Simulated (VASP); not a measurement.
Input of a VASP 6.6.1 run:

INCAR

```
SYSTEM = Sn2Br
PREC = Accurate
ENCUT = 520
EDIFF = 1E-7
ISMEAR = 0
SIGMA = 0.1
LREAL = .FALSE.
LASPH = .TRUE.
NELM = 60
ALGO = Normal
ISIF = 2
LWAVE = .FALSE.
LCHARG = .FALSE.
GGA = PE
NBANDS = 44
```

The input KPOINTS:

```
Automatic mesh
0
G
  8 8 8
  0 0 0
```

File POSCAR:

```
Sn2Br
1.0
    0.0000000000      4.4772550662      4.4772550662
    4.4772550662      0.0000000000      4.4772550662
    4.4772550662      4.4772550662      0.0000000000
Sn Br
4 2
Direct
    0.1250000000      0.1250000000      0.1250000000
    0.6250000000      0.1250000000      0.1250000000
    0.1250000000      0.1250000000      0.6250000000
    0.1250000000      0.6250000000      0.1250000000
    0.5000000000      0.5000000000      0.5000000000
    0.7500000000      0.7500000000      0.7500000000
```

Potentials or basis: VASP PAW PBE potentials, release 64 (Sn_d, Br).

Command:

```sh
$ cat potpaw_PBE.64/Sn_d/POTCAR potpaw_PBE.64/Br/POTCAR > POTCAR
$ mpirun -np 1 vasp_std > vasp.out
```

Q: Predict the pressure.

A: -0.1 GPa.

Q: What does it give for the band gap on the k mesh?

A: Zero (band 35 reaches 6.22 eV, above the bottom of band 36 at 4.73 eV).

Caveat: spin-orbit coupling is left out, which moves the levels of the heavy elements.
